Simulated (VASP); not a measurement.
A run of VASP 6.6.1:

INCAR

```
SYSTEM = Ba
PREC = Accurate
ENCUT = 520
EDIFF = 1E-8
ISMEAR = -1
SIGMA = 0.05
LREAL = .FALSE.
LASPH = .TRUE.
NELM = 100
ALGO = Normal
ISIF = 2
LWAVE = .FALSE.
LCHARG = .FALSE.
GGA = PS
LEFG = .TRUE.
NBANDS = 11
```

The input KPOINTS:

```
regular mesh
0
G
  10 10 10
  0 0 0
```

Contents of POSCAR:

```
Ba
1.0
   -2.4832209710      2.4832209710      2.4832209710
    2.4832209710     -2.4832209710      2.4832209710
    2.4832209710      2.4832209710     -2.4832209710
Ba
1
Direct
    0.0000000000      0.0000000000      0.0000000000
```

Potentials or basis: VASP PAW PBE potentials, release 64 (Ba_sv).

Command:

```sh
$ cat potpaw_PBE.64/Ba_sv/POTCAR > POTCAR
$ mpirun -np 1 vasp_std > vasp.out
```

Hardware: 1 thread of Intel Xeon 8259CL, on a shared host.

Q: How long does it take, and how much memory?

A: Run time: 27 s on 1 thread of Intel Xeon 8259CL, with other jobs on the host, peak memory 0.19 GiB. Counts: scf iterations 14, k points 47.
